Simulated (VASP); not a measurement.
# SnO2 (P4_2/mnm) in VASP: notebook, part 2 of 2

VASP 6.6.1. Earlier steps stand in the parts before.

**4. Single point, r2SCAN+D4**

This run uses another cell than the first one, of 11.21 Å³/atom.

POSCAR

```
SnO2
1.0
    4.6412789831      0.0000000000      0.0000000000
    0.0000000000      4.6412789831      0.0000000000
    0.0000000000      0.0000000000      3.1214511354
Sn O
2 4
Direct
    0.5000000000      0.5000000000      0.5000000000
    0.0000000000      0.0000000000      0.0000000000
    0.8071000000      0.1929000000      0.5000000000
    0.6929000000      0.6929000000      0.0000000000
    0.1929000000      0.8071000000      0.5000000000
    0.3071000000      0.3071000000      0.0000000000
```

INCAR.step1

```
SYSTEM = SnO2
PREC = Accurate
ENCUT = 520
ISMEAR = -1
SIGMA = 0.05
LREAL = .False.
LASPH = .True.
NELM = 60
NBANDS = 35
GGA = PE
ALGO = Normal
EDIFF = 1E-4
LWAVE = .True.
LCHARG = .False.
```

INCAR.step2

```
SYSTEM = SnO2
PREC = Accurate
ENCUT = 520
EDIFF = 1E-6
ISMEAR = -1
SIGMA = 0.05
LREAL = .False.
LASPH = .True.
NELM = 60
ALGO = Normal
ISIF = 2
LWAVE = .False.
LCHARG = .False.
METAGGA = R2SCAN
LMIXTAU = .True.
IVDW = 13
VDW_S6 = 1.0
VDW_S8 = 0.6018749
VDW_A1 = 0.51559235
VDW_A2 = 5.77342911
NBANDS = 35
ISTART = 1
```

KPOINTS

```
Automatic mesh
0
Gamma
  6 6 8
  0 0 0
```

Potentials or basis: VASP PAW PBE potentials, release 64 (Sn_d, O).

Started as:

```
cat potpaw_PBE.64/Sn_d/POTCAR potpaw_PBE.64/O/POTCAR > POTCAR
cp INCAR.step1 INCAR
mpirun -np 1 vasp_std > vasp.out
cp INCAR.step2 INCAR
mpirun -np 1 vasp_std > vasp.out
```

OUTCAR:

```text
SYSTEM = SnO2
   PREC = Accurate
   ENCUT = 520
   EDIFF = 1E-6
   ISMEAR = -1
   LREAL = .False.
   LASPH = .True.
   NELM = 60
   ISIF = 2
   METAGGA = R2SCAN
   IVDW = 13
   ISTART = 1

 ion  position               nearest neighbor table
   1  0.500  0.500  0.500-   4 2.01   6 2.01   4 2.01   6 2.01   5 2.02   3 2.02   2 3.63   2 3.63
                             2 3.63   2 3.63   2 3.63   2 3.63   2 3.63   2 3.63
   2  0.000  0.000  0.000-   3 2.01   5 2.01   3 2.01   5 2.01   4 2.02   6 2.02   1 3.63   1 3.63
                             1 3.63   1 3.63   1 3.63   1 3.63   1 3.63   1 3.63
   3  0.807  0.193  0.500-   2 2.01   2 2.01   1 2.02
   4  0.693  0.693  0.000-   1 2.01   1 2.01   2 2.02
   5  0.193  0.807  0.500-   2 2.01   2 2.01   1 2.02
   6  0.307  0.307  0.000-   1 2.01   1 2.01   2 2.02

  LATTYP: Found a simple tetragonal cell.
 ALAT       =     4.6412789831
 C/A-ratio  =     0.6725411566

  Lattice vectors:

 A1 = (   4.6412789831,   0.0000000000,   0.0000000000)
 A2 = (   0.0000000000,   4.6412789831,   0.0000000000)
 A3 = (   0.0000000000,   0.0000000000,   3.1214511354)

Analysis of symmetry for initial positions (statically):
[... 188 lines left out ...]
 Fermi energy:         7.4575220118

 k-point     1 :       0.0000    0.0000    0.0000
  band No.  band energies     occupation
      1     -15.4498      2.00000
      2     -14.5134      2.00000
      3     -13.8656      2.00000
      4     -13.8656      2.00000
      5     -13.8508      2.00000
      6     -13.8254      2.00000
[... 901 lines left out ...]
     34      20.2021      0.00000
     35      20.6832      0.00000

 [... further k-points ...]

------------------------ aborting loop because EDIFF is reached ----------------------------------------

  DFT-D4 for vdW energy calculation

  Edisp (eV):   -0.64139

  FORCE on cell =-STRESS in cart. coord.  units (eV):
  Direction    XX          YY          ZZ          XY          YZ          ZX
  --------------------------------------------------------------------------------------
  -------------------------------------------------------------------------------------
  Total       7.38887     7.38887    10.29438     0.00000     0.00000     0.00000
  in kB     176.05830   176.05830   245.28945     0.00000     0.00000     0.00000
  external pressure =      199.14 kB  Pullay stress =        0.00 kB

 VOLUME and BASIS-vectors are now :
 -----------------------------------------------------------------------------
  energy-cutoff  :      520.00
  volume of cell :       67.24
      direct lattice vectors                 reciprocal lattice vectors
     4.641278983  0.000000000  0.000000000     0.215457852  0.000000000  0.000000000
     0.000000000  4.641278983  0.000000000     0.000000000  0.215457852  0.000000000
     0.000000000  0.000000000  3.121451135     0.000000000  0.000000000  0.320363817

 POSITION                                       TOTAL-FORCE (eV/Angst)
 -----------------------------------------------------------------------------------
      2.32064      2.32064      1.56073         0.000000      0.000000      0.000000
      0.00000      0.00000      0.00000         0.000000      0.000000      0.000000
      3.74598      0.89530      1.56073        -0.403573      0.403573      0.000000
      3.21594      3.21594      0.00000         0.403573      0.403573      0.000000
      0.89530      3.74598      1.56073         0.403573     -0.403573      0.000000
      1.42534      1.42534      0.00000        -0.403573     -0.403573     -0.000000
 -----------------------------------------------------------------------------------
    total drift:                               -0.000000      0.000000      0.000000

  FREE ENERGIE OF THE ION-ELECTRON SYSTEM (eV)
  ---------------------------------------------------
  free  energy   TOTEN  =       -84.9047438039 eV

  energy  without entropy=      -84.9047438038  energy(sigma->0) =      -84.90474380
```

OUTCAR.step1:

```text
SYSTEM = SnO2
   PREC = Accurate
   ENCUT = 520
   ISMEAR = -1
   LREAL = .False.
   LASPH = .True.
   NELM = 60
[... 1152 lines left out ...]
      3.21594      3.21594      0.00000         0.409309      0.409309     -0.000000
      0.89530      3.74598      1.56073         0.409309     -0.409309      0.000000
      1.42534      1.42534      0.00000        -0.409309     -0.409309      0.000000
 -----------------------------------------------------------------------------------
    total drift:                               -0.000000      0.000000      0.000000

  FREE ENERGIE OF THE ION-ELECTRON SYSTEM (eV)
  ---------------------------------------------------
  free  energy   TOTEN  =       -36.6243560290 eV

  energy  without entropy=      -36.6243560289  energy(sigma->0) =      -36.62435603
```

It took 4.5 min on 1 thread of Intel Xeon Platinum 8259CL at 2.50GHz (Skylake/Cascade Lake), shared host; peak memory 0.23 GiB.

Results:

| Item | Value |
| --- | --- |
| Free energy | -84.9047 eV |
| Pressure | 19.9 GPa |
| Largest force | 0.571 eV/Å |
| Band gap on the k mesh | 2.77 eV |
| Dispersion energy per atom | -0.107 eV |

Forces in eV/Å, atoms in the order of the input:
```
Sn   0.000  0.000  0.000
Sn   0.000  0.000  0.000
O   -0.404  0.404  0.000
O    0.404  0.404  0.000
O    0.404 -0.404  0.000
O   -0.404 -0.404  0.000
```

Stress tensor (GPa, compression positive):
```
17.61  0.00  0.00
 0.00 17.61  0.00
 0.00  0.00 24.53
```

Caveat: the stress differs along the axes, from 18 to 25 GPa; the PAW data sets were made with another functional, which shifts forces and pressure a little; spin-orbit coupling is left out, which moves the levels of the heavy elements.

**5. Single point, r2SCAN+D4**

This run uses another cell than the first one, of 11.45 Å³/atom.

Edit POSCAR of step 4 so:

```diff
@@ -2,5 +2,5 @@
 1.0
-    4.6412789831      0.0000000000      0.0000000000
-    0.0000000000      4.6412789831      0.0000000000
-    0.0000000000      0.0000000000      3.1214511354
+    4.6739651233      0.0000000000      0.0000000000
+    0.0000000000      4.6739651233      0.0000000000
+    0.0000000000      0.0000000000      3.1434339099
 Sn O
```

INCAR.step1

```
ALGO = Normal
EDIFF = 1E-4
ENCUT = 520
GGA = PE
ISMEAR = -1
LASPH = T
LCHARG = F
LREAL = F
LWAVE = T
NBANDS = 35
NELM = 60
PREC = Accurate
SIGMA = 0.05
```

INCAR.step2

```
ALGO = Normal
EDIFF = 1E-7
ENCUT = 520
ISIF = 2
ISMEAR = -1
ISTART = 1
IVDW = 13
LASPH = T
LCHARG = F
LMIXTAU = T
LREAL = F
LWAVE = F
METAGGA = R2SCAN
NBANDS = 35
NELM = 60
PREC = Accurate
SIGMA = 0.05
VDW_A1 = 0.51559235
VDW_A2 = 5.77342911
VDW_S6 = 1.0
VDW_S8 = 0.6018749
```

KPOINTS

```
k-points
0
Gamma
  6 6 8
```

Started as:

```
cat potpaw_PBE.64/Sn_d/POTCAR potpaw_PBE.64/O/POTCAR > POTCAR
cp INCAR.step1 INCAR
mpirun -np 1 vasp_std > vasp.out
cp INCAR.step2 INCAR
mpirun -np 1 vasp_std > vasp.out
```

Run time: 5 min. Hardware: 1 thread of Intel Xeon Platinum 8259CL at 2.50GHz (Skylake/Cascade Lake), shared host; peak memory 0.24 GiB.

It converged, with:

* Free energy: -85.0572 eV
* Pressure: 13.7 GPa
* Largest force: 0.465 eV/Å
* Band gap on the k mesh: 2.50 eV
* Dispersion energy per atom: -0.105 eV

Forces in eV/Å, atoms in the order of the input:
```
Sn   0.000  0.000  0.000
Sn   0.000  0.000  0.000
O   -0.329  0.329  0.000
O    0.329  0.329  0.000
O    0.329 -0.329  0.000
O   -0.329 -0.329  0.000
```

Stress tensor (GPa, compression positive):
```
12.03  0.00  0.00
 0.00 12.03  0.00
 0.00  0.00 17.07
```

Levels at points of the mesh, in eV from the valence-band top:
```csv
k point,band 24,band 25,band 26,band 27,band 28,band 29
"(0.00, 0.00, 0.00)",-0.82,-0.82,0.00,2.50,7.31,7.40
"(0.50, 0.00, 0.00)",-1.14,-0.66,-0.66,5.65,5.65,8.14
"(0.50, 0.50, 0.00)",-1.26,-0.97,-0.97,6.09,6.09,8.64
"(0.00, 0.00, 0.50)",-1.81,-1.35,-1.35,7.63,7.63,10.96
"(0.50, 0.00, 0.50)",-1.21,-0.62,-0.62,7.92,7.92,9.35
"(0.50, 0.50, 0.50)",-1.03,-0.92,-0.92,6.22,6.22,9.90
```

Caveat: the stress differs along the axes, from 12 to 17 GPa; the PAW data sets were made with another functional, which shifts forces and pressure a little; spin-orbit coupling is left out, which moves the levels of the heavy elements.

**6. Single point, r2SCAN+D4**

This run uses another cell than the first one, of 11.68 Å³/atom.

Edit POSCAR of step 5 so:

```diff
@@ -2,5 +2,5 @@
 1.0
-    4.6739651233      0.0000000000      0.0000000000
-    0.0000000000      4.6739651233      0.0000000000
-    0.0000000000      0.0000000000      3.1434339099
+    4.7062003841      0.0000000000      0.0000000000
+    0.0000000000      4.7062003841      0.0000000000
+    0.0000000000      0.0000000000      3.1651134496
 Sn O
```

INCAR.step1

```
PREC = Accurate ; ENCUT = 520
ISMEAR = -1 ; SIGMA = 0.05
LREAL = F ; LASPH = T
NELM = 100 ; NBANDS = 35
GGA = PE ; ALGO = Normal
EDIFF = 1E-4 ; LWAVE = T
LCHARG = F
```

INCAR.step2

```
PREC = Accurate ; ENCUT = 520
EDIFF = 1E-6 ; ISMEAR = -1
SIGMA = 0.05 ; LREAL = F
LASPH = T ; NELM = 100
ALGO = Normal ; ISIF = 2
LWAVE = F ; LCHARG = T
METAGGA = R2SCAN ; LMIXTAU = T
IVDW = 13 ; VDW_S6 = 1.0
VDW_S8 = 0.6018749 ; VDW_A1 = 0.51559235
VDW_A2 = 5.77342911 ; LELF = T
LVHAR = T ; NBANDS = 35
ISTART = 1
```

KPOINTS

```
Automatic mesh
0
Gamma
  6 6 8
```

Potentials or basis: VASP PAW PBE potentials, release 64 (Sn_d, O).

Started as:

```
cat potpaw_PBE.64/Sn_d/POTCAR potpaw_PBE.64/O/POTCAR > POTCAR
cp INCAR.step1 INCAR
mpirun -np 1 vasp_std > vasp.out
cp INCAR.step2 INCAR
mpirun -np 1 vasp_std > vasp.out
```

Run time: 4.2 min. Hardware: 1 thread of Intel Xeon Platinum 8259CL at 2.50GHz (Skylake/Cascade Lake), shared host; peak memory 0.24 GiB.

It converged, with:

```
Free energy                : -85.1573 eV
Pressure                   : 8.2 GPa
Largest force              : 0.366 eV/Å
Band gap on the k mesh     : 2.24 eV
Dispersion energy per atom : -0.103 eV
```

Forces on the atoms (eV/Å):
```
Sn   0.000  0.000  0.000
Sn   0.000  0.000  0.000
O   -0.259  0.259  0.000
O    0.259  0.259  0.000
O    0.259 -0.259  0.000
O   -0.259 -0.259  0.000
```

Stress tensor (GPa, compression positive):
```
 7.05  0.00  0.00
 0.00  7.05  0.00
 0.00  0.00 10.39
```

Levels at points of the mesh, in eV from the valence-band top:
```tsv
k point	band 23	band 24	band 25	band 26	band 27	band 28	band 29	band 30
(0.00, 0.00, 0.00)	-1.19	-0.80	-0.80	0.00	2.24	7.11	7.28	7.28
(0.50, 0.00, 0.00)	-1.15	-1.15	-0.65	-0.65	5.40	5.40	8.01	8.01
(0.50, 0.50, 0.00)	-1.27	-1.27	-0.95	-0.95	5.83	5.83	8.48	8.48
(0.00, 0.00, 0.50)	-1.75	-1.75	-1.32	-1.32	7.35	7.35	10.80	10.80
(0.50, 0.00, 0.50)	-1.17	-1.17	-0.64	-0.64	7.64	7.64	9.16	9.16
(0.50, 0.50, 0.50)	-1.00	-1.00	-0.89	-0.89	5.98	5.98	9.79	9.79
```

Caveat: the cell stands under pressure; the PAW data sets were made with another functional, which shifts forces and pressure a little; spin-orbit coupling is left out, which moves the levels of the heavy elements.

**7. Overview**

```tsv
level	cell	gap on the mesh (eV)	pressure (GPa)	largest force (eV/Å)
RPBE+D4	a = 4.779, b = 4.779, c = 3.236 Å, 6 atoms, atomic positions A	0.94	0.6	0.02
PBE	a = 4.827, b = 4.827, c = 3.238 Å, 6 atoms, atomic positions B	0.67	0.6	0.02
r2SCAN+D4	a = 4.641, b = 4.641, c = 3.121 Å, 6 atoms, atomic positions C	2.77	19.9	0.57
r2SCAN+D4	a = 4.674, b = 4.674, c = 3.143 Å, 6 atoms, atomic positions C	2.50	13.7	0.46
r2SCAN+D4	a = 4.706, b = 4.706, c = 3.165 Å, 6 atoms, atomic positions C	2.24	8.2	0.37
```

Alike in all rows: task single point; potentials or basis VASP PAW PBE potentials, release 64 (Sn_d, O); no spin polarisation; k mesh 6 × 6 × 8; cutoff (eV) 520; smearing fermi-dirac 0.05 eV.

Caveats: spin-orbit coupling is left out, which moves the levels of the heavy elements; the PAW data sets were made with another functional, which shifts forces and pressure a little (at least some runs); semilocal functionals underestimate gaps, and a narrow one can read as zero (at least some runs); the stress differs along the axes, from 18 to 25 GPa (at least some runs); the stress differs along the axes, from 12 to 17 GPa (at least some runs); the cell stands under pressure (at least some runs).

Absolute energies hang on the potentials; compare differences alone.
